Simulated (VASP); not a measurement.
Input of a VASP 6.6.1 run:

The input INCAR:

```
SYSTEM = Be
  ALGO = Normal
  EDIFF = 1E-7
  EDIFFG = -0.04
  ENCUT = 600
  GGA = PE
  IBRION = 2
  ISIF = 3
  ISMEAR = 0
  LASPH = .True.
  LCHARG = .False.
  LREAL = .False.
  LWAVE = .False.
  NELM = 100
  NSW = 90
  PREC = Accurate
  SIGMA = 0.1
```

Contents of KPOINTS:

```
k-points
0
Gamma
  6 6 2
  0 0 0
```

The input POSCAR:

```
Be
1.0
    3.4312417482      0.0000000000      0.0000000000
   -1.7156208741      2.9715425204      0.0000000000
    0.0000000000      0.0000000000     10.7728066695
Be
12
Direct
    0.6666666667      0.3333333333      0.6541826352
    0.6666666667      0.3333333333      0.0531401141
    0.6666666667      0.3333333333      0.4468598859
    0.6666666667      0.3333333333      0.8458173648
    0.0000000000      0.0000000000      0.2500000000
    0.3333333333      0.6666666667      0.9468598859
    0.0000000000      0.0000000000      0.7500000000
    0.6666666667      0.3333333333      0.2500000000
    0.3333333333      0.6666666667      0.3458173648
    0.3333333333      0.6666666667      0.7500000000
    0.3333333333      0.6666666667      0.1541826352
    0.3333333333      0.6666666667      0.5531401141
```

Potentials or basis: VASP PAW PBE potentials, release 64 (Be).

Run with:

```console
$ cat potpaw_PBE.64/Be/POTCAR > POTCAR
$ mpirun -np 1 vasp_std > vasp.out
```

Problem. What does it give for the band gap on the k mesh?

Solution. Zero (band 12 reaches 6.86 eV, above the bottom of band 13 at 2.94 eV).

Problem. Estimate the space group after relaxing (to 0.05 Å).

Solution. P6_3/mmc (No. 194).

The path:
```tsv
step	energy change (eV)	largest force (eV/Å)	pressure (GPa)	volume (Å³)
1	0.0000	0.0513	0.19	109.84
2	-0.0257	0.0710	0.09	110.00
3	-0.0264	0.0766	0.08	110.03
4	-0.0264	0.0774	0.08	110.03
5	-0.0273	0.0202	-0.02	110.12
```
